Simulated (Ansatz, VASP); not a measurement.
# InSe in VASP and in Ansatz

```
In Se
1.0
     4.00000    0.00000    0.00000
    -2.00000    3.46410    0.00000
     0.00000    0.00000   18.35178
In Se
2 2
Direct
  0.66667 0.33333 0.57627
  0.66667 0.33333 0.42373
  0.00000 0.00000 0.64583
  0.00000 0.00000 0.35417
```

Alike in both runs: task single point; functional PBE; k mesh 24 × 24 × 1; occupations gaussian, width 0.05 eV; non-collinear spin, spin-orbit coupling.

|  | VASP | Ansatz |
| --- | --- | --- |
| version | VASP 6.6.1 | Ansatz 0.2.0 |
| potentials or method | VASP PAW PBE potentials, release 64 (In_d, Se), cutoff 400 eV | plane waves, PAW |
| valence electrons in the cell | 38 | 58 |

|  | VASP | Ansatz | Ansatz less VASP |
| --- | --- | --- | --- |
| rms of the force components (eV/Å) | 0.155 | 0.145 | -0.0100 |

Atom by atom the forces differ by 0.010 eV/Å (rms over components). VASP's potentials hold 38 valence electrons a cell and Ansatz's 58, so a difference there can come from the potentials and not from the codes.
